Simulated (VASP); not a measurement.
# CaO (P6_3/mmc) in VASP: settings compared

CaO is run at these levels: LDA, PBE, r2SCAN; tasks: single point.

All numbers are computed with VASP 6.6.1; they aren't measurements. Logs are shortened: lines on timing, memory, paths and dates and some standing lists are left out, and cuts for length are marked.

### Step 1. The cell of the first run

The structure is hexagonal, space group P6_3/mmc (No. 194). The conventional cell has a = 3.981 Å, b = 3.981 Å, c = 4.770 Å, α = 90.00°, β = 90.00°, γ = 120.00°. Within 3.0 Å of Ca (site symmetry -6m2) lie 5 O at 2.30 to 2.39 Å. O (site symmetry -6m2) has 5 Ca at 2.30 to 2.39 Å within 3.0 Å.

### Step 2. Single point, LDA

Contents of INCAR:

```
SYSTEM = CaO
PREC = Accurate ; ENCUT = 520
EDIFF = 1E-7 ; ISMEAR = 0
SIGMA = 0.01 ; LREAL = .FALSE.
LASPH = .TRUE. ; NELM = 100
ALGO = Normal ; ISIF = 2
LWAVE = .FALSE. ; LCHARG = .FALSE.
GGA = CA ; NBANDS = 24
```

Contents of KPOINTS:

```
regular mesh
0
G
  6 6 4
  0 0 0
```

Contents of POSCAR:

```
CaO
1.0
    3.9810268700      0.0000000000      0.0000000000
   -1.9905134350      3.4476704026      0.0000000000
    0.0000000000      0.0000000000      4.7701151863
Ca O
2 2
Direct
    0.3333333333      0.6666666667      0.2500000000
    0.6666666667      0.3333333333      0.7500000000
    0.6666666667      0.3333333333      0.2500000000
    0.3333333333      0.6666666667      0.7500000000
```

Potentials or basis: VASP PAW LDA potentials, release 64 (Ca_sv, O).

On the command line:

```
$ cat potpaw_LDA.64/Ca_sv/POTCAR potpaw_LDA.64/O/POTCAR > POTCAR
$ mpirun -np 1 vasp_std > vasp.out
```

OUTCAR:

```text
SYSTEM = CaO
   PREC = Accurate
   ENCUT = 520
   EDIFF = 1E-7
   ISMEAR = 0
   LREAL = .FALSE.
   LASPH = .TRUE.
   NELM = 100
   ISIF = 2
   GGA = CA

 ion  position               nearest neighbor table
   1  0.333  0.667  0.250-   3 2.30   3 2.30   3 2.30   4 2.39   4 2.39
   2  0.667  0.333  0.750-   4 2.30   4 2.30   4 2.30   3 2.39   3 2.39
   3  0.667  0.333  0.250-   1 2.30   1 2.30   1 2.30   2 2.39   2 2.39
   4  0.333  0.667  0.750-   2 2.30   2 2.30   2 2.30   1 2.39   1 2.39

  LATTYP: Found a hexagonal cell.
 ALAT       =     3.9810268700
 C/A-ratio  =     1.1982122558

  Lattice vectors:

 A1 = (   3.9810268700,   0.0000000000,   0.0000000000)
 A2 = (  -1.9905134350,   3.4476704026,   0.0000000000)
 A3 = (   0.0000000000,   0.0000000000,   4.7701151863)

Analysis of symmetry for initial positions (statically):
=====================================================================
 Subroutine PRICEL returns:
 Original cell was already a primitive cell.

 Routine SETGRP: Setting up the symmetry group for a
 hexagonal supercell.

 Subroutine GETGRP returns: Found 24 space group operations
 (whereof 12 operations were pure point group operations)
 out of a pool of 24 trial point group operations.

The static configuration has the point symmetry D_3d.
 The point group associated with its full space group is D_6h.

Analysis of symmetry for dynamics (positions and initial velocities):
=====================================================================
 Subroutine PRICEL returns:
 Original cell was already a primitive cell.

 Routine SETGRP: Setting up the symmetry group for a
 hexagonal supercell.

 Subroutine GETGRP returns: Found 24 space group operations
 (whereof 12 operations were pure point group operations)
 out of a pool of 24 trial point group operations.

The dynamic configuration has the point symmetry D_3d.
 The point group associated with its full space group is D_6h.

 Subroutine INISYM returns: Found 24 space group operations
 (whereof 12 operations are pure point group operations),
 and found     1 'primitive' translations

----------------------------------------------------------------------------------------

                                     Primitive cell

  volume of cell :      65.4711

  direct lattice vectors                    reciprocal lattice vectors
     3.981026870  0.000000000  0.000000000     0.251191472  0.145025464  0.000000000
    -1.990513435  3.447670403  0.000000000     0.000000000  0.290050928  0.000000000
     0.000000000  0.000000000  4.770115186     0.000000000  0.000000000  0.209638544

  length of vectors
     3.981026870  3.981026870  4.770115186     0.290050928  0.290050928  0.209638544

  position of ions in fractional coordinates (direct lattice)
     0.333333333  0.666666667  0.250000000
     0.666666667  0.333333333  0.750000000
     0.666666667  0.333333333  0.250000000
     0.333333333  0.666666667  0.750000000

  ion indices of the primitive-cell ions
   primitive index   ion index
                 1           1
                 2           2
                 3           3
                 4           4

----------------------------------------------------------------------------------------

 KPOINTS: regular mesh

Automatic generation of k-mesh.
 Grid dimensions read from file:
 generate k-points for:    6    6    4

 Generating k-lattice:

  Cartesian coordinates                     Fractional coordinates (reciprocal lattice)
     0.041865245  0.024170911  0.000000000     0.166666667  0.000000000  0.000000000
     0.000000000  0.048341821  0.000000000     0.000000000  0.166666667  0.000000000
     0.000000000  0.000000000  0.052409636     0.000000000  0.000000000  0.250000000

  Length of vectors
     0.048341821  0.048341821  0.052409636

  Shift w.r.t. Gamma in fractional coordinates (k-lattice)
     0.000000000  0.000000000  0.000000000

 Subroutine IBZKPT returns following result:
 ===========================================

 Found     21 irreducible k-points:

 Following reciprocal coordinates:
            Coordinates               Weight
  0.000000  0.000000  0.000000      1.000000
  0.166667  0.000000  0.000000      6.000000
  0.333333 -0.000000  0.000000      6.000000
  0.500000 -0.000000  0.000000      3.000000
  0.166667  0.166667  0.000000      6.000000
  0.333333  0.166667  0.000000     12.000000
[... 13 lines left out ...]
  0.333333  0.166667  0.500000     12.000000
  0.333333  0.333333  0.500000      2.000000
   k-points           NKPTS =     21   k-points in BZ     NKDIM =     21   number of bands    NBANDS=     24
   number of dos      NEDOS =    301   number of ions     NIONS =      4
   total plane-waves  NPLWV =  32400
   dimension x,y,z NGX =    30 NGY =   30 NGZ =   36
   dimension x,y,z NGXF=    60 NGYF=   60 NGZF=   72
   ions per type =               2   2
   NGX,Y,Z   is equivalent  to a cutoff of  12.53, 12.53, 12.55 a.u.
   NGXF,Y,Z  is equivalent  to a cutoff of  25.06, 25.06, 25.09 a.u.
 SYSTEM =  CaO
   PREC   = accura    normal or accurate (medium, high low for compatibility)
   ISTART =      0    job   : 0-new  1-cont  2-samecut
   ICHARG =      2    charge: 1-file 2-atom 10-const
   ISPIN  =      1    spin polarized calculation?
   LNONCOLLINEAR =      F non collinear calculations
   LSORBIT =      F    spin-orbit coupling
   LASPH  =      T    aspherical Exc in radial PAW
   ENCUT  =  520.0 eV  38.22 Ry    6.18 a.u.   7.40  7.40  8.87*2*pi/ulx,y,z
   NELM   =    100;   NELMIN=  2; NELMDL= -5     # of ELM steps
   EDIFF  = 0.1E-06   stopping-criterion for ELM
   LREAL  =      F    real-space projection
   EDIFFG = 0.1E-05   stopping-criterion for IOM
   NSW    =      0    number of steps for IOM
   IBRION =     -1    ionic relax: 0-MD 1-quasi-New 2-CG
   NFREE  =      0    steps in history (QN), initial steepest desc. (CG)
   ISIF   =      2    stress and relaxation
   ISYM   =      2    0-nonsym 1-usesym 2-fastsym
   POTIM  = 0.5000    time-step for ionic-motion
   TEBEG  =    0.0;   TEEND  =   0.0 temperature during run
   PSTRESS=    0.0 pullay stress
   NELECT =      32.0000    total number of electrons
   NUPDOWN=      -1.0000    fix difference up-down
   EMIN   =  10.00;   EMAX   =-10.00  energy-range for DOS
   EFERMI =   0.00;   METHOD = LEGACY
   ISMEAR =     0;   SIGMA  =   0.01  broadening in eV -4-tet -1-fermi 0-gaus
   EFERMI_NEDOS =   21; number of points for ismear=-14 and -15
   IALGO  =     38    algorithm
   IMIX   =      4    mixing-type and parameters
     AMIX     =   0.40;   BMIX     =  1.00
     AMIX_MAG =   1.60;   BMIX_MAG =  1.00
  volume/ion in A,a.u.               =      16.37       110.46
  Fermi-wavevector in a.u.,A,eV,Ry     =   1.289560  2.436915 22.626016  1.662965
  Thomas-Fermi vector in A             =   2.421445
   LORBIT       =      0    0 simple, 1 ext, 2 COOP (PROOUT), +10 PAW based schemes
   GGA     = CA    functional components
   LHFCALC =     F    Hartree Fock is set to
   AEXX    =    0.0000 exact exchange contribution
   IVDW    =     0    specifies the selected vdW correction
   LEPSILON=     F    determine dielectric tensor
   LRPA    =     F    only Hartree local field effects (RPA)
 non-spin polarized calculation
 Gauss-broadening in eV      SIGMA  =   0.01
  energy-cutoff  :      520.00
  volume of cell :       65.47
 maximum number of plane-waves:      1811
 NGX is ok and might be reduce to    30
   NGX = 15   NGY = 15   NGZ = 17

 number of electron      31.9999988 magnetization

 Free energy of the ion-electron system (eV)
  ---------------------------------------------------
  ext. energy  EPLUGINS =         0.00000000
  ---------------------------------------------------
  free energy    TOTEN  =       -27.95581947 eV

  energy without entropy =      -27.95581947  energy(sigma->0) =      -27.95581947

 E-fermi :   1.1395     XC(G=0):  -9.9964

 val. band max:        1.0336296345   @ k =   0.0000   0.0000   0.0000
 cond. band min:       4.0606780789   @ k =   0.0000   0.0000   0.0000
 fundamental gap:      3.0270484444
 Fermi energy:         1.1394829831

 k-point     1 :       0.0000    0.0000    0.0000
  band No.  band energies     occupation
      1     -36.0193      2.00000
      2     -35.8726      2.00000
      3     -17.6897      2.00000
      4     -17.4204      2.00000
      5     -17.4204      2.00000
      6     -17.2063      2.00000
[... 16 lines left out ...]
     23       9.4669      0.00000
     24       9.5468      0.00000

 k-point     2 :       0.1667    0.0000    0.0000
  band No.  band energies     occupation
      1     -36.0070      2.00000
      2     -35.8776      2.00000
      3     -17.6496      2.00000
      4     -17.5399      2.00000
      5     -17.4451      2.00000
      6     -17.3522      2.00000
[... 16 lines left out ...]
     23       9.1292      0.00000
     24       9.3571      0.00000

 k-point     3 :       0.3333   -0.0000    0.0000
  band No.  band energies     occupation
      1     -35.9774      2.00000
      2     -35.8927      2.00000
      3     -17.7587      2.00000
      4     -17.6007      2.00000
      5     -17.5481      2.00000
      6     -17.4905      2.00000
[... 16 lines left out ...]
     23       9.2040      0.00000
     24       9.4119      0.00000
[... 433 lines left out ...]
 k-point    20 :       0.3333    0.1667    0.5000
  band No.  band energies     occupation
      1     -35.9300      2.00000
      2     -35.9300      2.00000
      3     -18.1215      2.00000
      4     -18.1215      2.00000
      5     -17.3874      2.00000
      6     -17.3874      2.00000
[... 16 lines left out ...]
     23       9.5667      0.00000
     24       9.5667      0.00000

 k-point    21 :       0.3333    0.3333    0.5000
  band No.  band energies     occupation
      1     -35.9281      2.00000
      2     -35.9281      2.00000
      3     -18.1557      2.00000
      4     -18.1557      2.00000
      5     -17.4209      2.00000
      6     -17.4209      2.00000
[... 16 lines left out ...]
     23       9.5763      0.00000
     24       9.5763      0.00000

------------------------ aborting loop because EDIFF is reached ----------------------------------------

  FORCE on cell =-STRESS in cart. coord.  units (eV):
  Direction    XX          YY          ZZ          XY          YZ          ZX
  --------------------------------------------------------------------------------------
  -------------------------------------------------------------------------------------
  Total       -1.7133359     -1.7133359     -1.9595460      0.0000000      0.0000000      0.0000000
  in kB      -41.9279270    -41.9279270    -47.9530613      0.0000000      0.0000000      0.0000000
  external PRESSURE =     -43.9363051 kB  Pullay stress =       0.0000000 kB

 VOLUME and BASIS-vectors are now :
 -----------------------------------------------------------------------------
  energy-cutoff  :      520.00
  volume of cell :       65.47
      direct lattice vectors                 reciprocal lattice vectors
     3.981026870  0.000000000  0.000000000     0.251191472  0.145025464  0.000000000
    -1.990513435  3.447670403  0.000000000     0.000000000  0.290050928  0.000000000
     0.000000000  0.000000000  4.770115186     0.000000000  0.000000000  0.209638544

 POSITION                                       TOTAL-FORCE (eV/Angst)
 -----------------------------------------------------------------------------------
     -0.00000      2.29845      1.19253         0.000000      0.000000      0.000000
      1.99051      1.14922      3.57759        -0.000000     -0.000000      0.000000
      1.99051      1.14922      1.19253         0.000000     -0.000000      0.000000
     -0.00000      2.29845      3.57759        -0.000000      0.000000      0.000000
 -----------------------------------------------------------------------------------
    total drift:                               -0.000000     -0.000000     -0.000000

  FREE ENERGIE OF THE ION-ELECTRON SYSTEM (eV)
  ---------------------------------------------------
  free  energy   TOTEN  =       -27.9558194694 eV

  energy  without entropy=      -27.9558194694  energy(sigma->0) =      -27.95581947
```

It took 28 s on 1 thread of AMD EPYC 7R13 (Zen 3), shared host; peak memory 0.14 GiB.

Results:

| Item | Value |
| --- | --- |
| Free energy | -27.9558 eV |
| Pressure | -4.4 GPa |
| Band gap on the k mesh | 3.03 eV, direct |

Levels at points of the mesh, in eV from the valence-band top:
| k point | band 13 | band 14 | band 15 | band 16 | band 17 | band 18 | band 19 | band 20 |
| --- | --- | --- | --- | --- | --- | --- | --- | --- |
| (0.00, 0.00, 0.00) | -1.19 | -1.19 | -1.10 | 0.00 | 3.03 | 6.02 | 6.02 | 7.67 |
| (0.50, 0.00, 0.00) | -0.86 | -0.85 | -0.62 | -0.39 | 4.54 | 5.11 | 5.12 | 7.59 |
| (0.00, 0.00, 0.50) | -1.33 | -1.33 | -1.33 | -1.33 | 4.84 | 4.84 | 7.72 | 7.72 |
| (0.50, 0.00, 0.50) | -1.09 | -1.09 | -0.78 | -0.78 | 5.22 | 5.22 | 7.25 | 7.25 |

### Step 3. Single point, PBE

Contents of INCAR:

```
  ALGO = Normal
  EDIFF = 1E-7
  ENCUT = 520
  GGA = PE
  ISIF = 2
  ISMEAR = 0
  LASPH = T
  LCHARG = F
  LREAL = F
  LWAVE = F
  NBANDS = 24
  NELM = 60
  PREC = Accurate
  SIGMA = 0.01
```

Contents of KPOINTS:

```
k-points
0
Gamma
  6 6 4
```

POSCAR is that of step 2.

Potentials or basis: VASP PAW PBE potentials, release 64 (Ca_sv, O).

On the command line:

```
$ cat potpaw_PBE.64/Ca_sv/POTCAR potpaw_PBE.64/O/POTCAR > POTCAR
$ mpirun -np 1 vasp_std > vasp.out
```

Wall time 38 s (1 thread of AMD EPYC 7R13 (Zen 3), shared host); peak memory 0.16 GiB.

It converged, with:

* Free energy: -25.3379 eV
* Pressure: 2.3 GPa
* Band gap on the k mesh: 3.19 eV, direct

Stress tensor (GPa, compression positive):
```
2.12 0.00 0.00
0.00 2.12 0.00
0.00 0.00 2.65
```

Levels at points of the mesh, in eV from the valence-band top:
| k point | band 14 | band 15 | band 16 | band 17 | band 18 | band 19 |
| --- | --- | --- | --- | --- | --- | --- |
| (0.00, 0.00, 0.00) | -1.17 | -1.09 | 0.00 | 3.19 | 6.15 | 6.15 |
| (0.50, 0.00, 0.00) | -0.84 | -0.60 | -0.39 | 4.69 | 5.26 | 5.27 |
| (0.00, 0.00, 0.50) | -1.31 | -1.31 | -1.31 | 5.00 | 5.00 | 7.80 |
| (0.50, 0.00, 0.50) | -1.07 | -0.77 | -0.77 | 5.37 | 5.37 | 7.35 |

PBE gaps usually lie below the measured ones, often by a third to a half.

### Step 4. Single point, r2SCAN

POSCAR is that of step 3.

Contents of INCAR.step1:

```
PREC = Accurate
ENCUT = 520
ISMEAR = 0
SIGMA = 0.01
LREAL = F
LASPH = T
NELM = 60
NBANDS = 24
GGA = PE
ALGO = Normal
EDIFF = 1E-4
LWAVE = T
LCHARG = F
```

Contents of INCAR.step2:

```
PREC = Accurate
ENCUT = 520
EDIFF = 1E-7
ISMEAR = 0
SIGMA = 0.01
LREAL = F
LASPH = T
NELM = 60
ALGO = Normal
ISIF = 2
LWAVE = F
LCHARG = T
METAGGA = R2SCAN
LMIXTAU = T
LELF = T
LVHAR = T
NBANDS = 24
ISTART = 1
```

Contents of KPOINTS:

```
Automatic mesh
0
Gamma
  6 6 4
```

On the command line:

```
$ cat potpaw_PBE.64/Ca_sv/POTCAR potpaw_PBE.64/O/POTCAR > POTCAR
$ cp INCAR.step1 INCAR
$ mpirun -np 1 vasp_std > vasp.out
$ cp INCAR.step2 INCAR
$ mpirun -np 1 vasp_std > vasp.out
```

Run time: 3.1 min. Hardware: 1 thread of AMD EPYC 7R13 (Zen 3), shared host; peak memory 0.16 GiB.

Results (log left out):

```yaml
Free_energy: -38.4870 eV
Pressure: 1.0 GPa
Band_gap_on_the_k_mesh: 3.61 eV, direct
```

Levels at points of the mesh, in eV from the valence-band top:
| k point | band 14 | band 15 | band 16 | band 17 | band 18 | band 19 |
| --- | --- | --- | --- | --- | --- | --- |
| (0.00, 0.00, 0.00) | -1.17 | -1.08 | 0.00 | 3.61 | 6.82 | 6.82 |
| (0.50, 0.00, 0.00) | -0.83 | -0.58 | -0.38 | 5.13 | 5.79 | 5.88 |
| (0.00, 0.00, 0.50) | -1.30 | -1.30 | -1.30 | 5.44 | 5.44 | 8.50 |
| (0.50, 0.00, 0.50) | -1.07 | -0.75 | -0.75 | 5.83 | 5.83 | 8.02 |

Caveat: the PAW data sets were made with another functional, which shifts forces and pressure a little. r2SCAN opens gaps a little over a GGA but as a rule still falls short of measured ones.

[end of part 1 of 2]
